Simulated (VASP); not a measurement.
Input of a VASP 6.6.1 run:

File INCAR:

```
SYSTEM = BaTiO3
PREC = Accurate
ENCUT = 520
EDIFF = 1E-6
ISMEAR = 0
SIGMA = 0.02
LREAL = .FALSE.
LASPH = .TRUE.
NELM = 80
ALGO = Normal
ISIF = 2
LWAVE = .FALSE.
LCHARG = .FALSE.
GGA = PE
NBANDS = 28
```

KPOINTS

```
regular mesh
0
G
  6 6 6
  0 0 0
```

Contents of POSCAR:

```
BaTiO3
1.0
    2.8631887542      1.6530627979      2.3565005019
   -2.8631887542      1.6530627979      2.3565005019
    0.0000000000     -3.3061255959      2.3565005019
Ba Ti O
1 1 3
Direct
   -0.0054008877     -0.0054008877     -0.0054008877
    0.4803547819      0.4803547819      0.4803547819
    0.5112004289      0.5112004289      0.0218452480
    0.0218452480      0.5112004289      0.5112004289
    0.5112004289      0.0218452480      0.5112004289
```

Potentials or basis: VASP PAW PBE potentials, release 64 (Ba_sv, Ti_sv, O).

The run is started by

```console
$ cat potpaw_PBE.64/Ba_sv/POTCAR potpaw_PBE.64/Ti_sv/POTCAR potpaw_PBE.64/O/POTCAR > POTCAR
$ mpirun -np 1 vasp_std > vasp.out
```

Task: What does it give for the pressure?

Result: 1.6 GPa.

Task: Estimate the band gap on the k mesh.

Result: 2.59 eV, indirect (least direct gap 3.13 eV).

Task: Estimate the largest force.

Result: 0.090 eV/Å.

Stress tensor (GPa, compression positive):
```
1.61 0.00 0.00
0.00 1.61 0.00
0.00 0.00 1.51
```

Caveat: spin-orbit coupling is left out, which moves the levels of the heavy elements. A k mesh can miss the band edges.
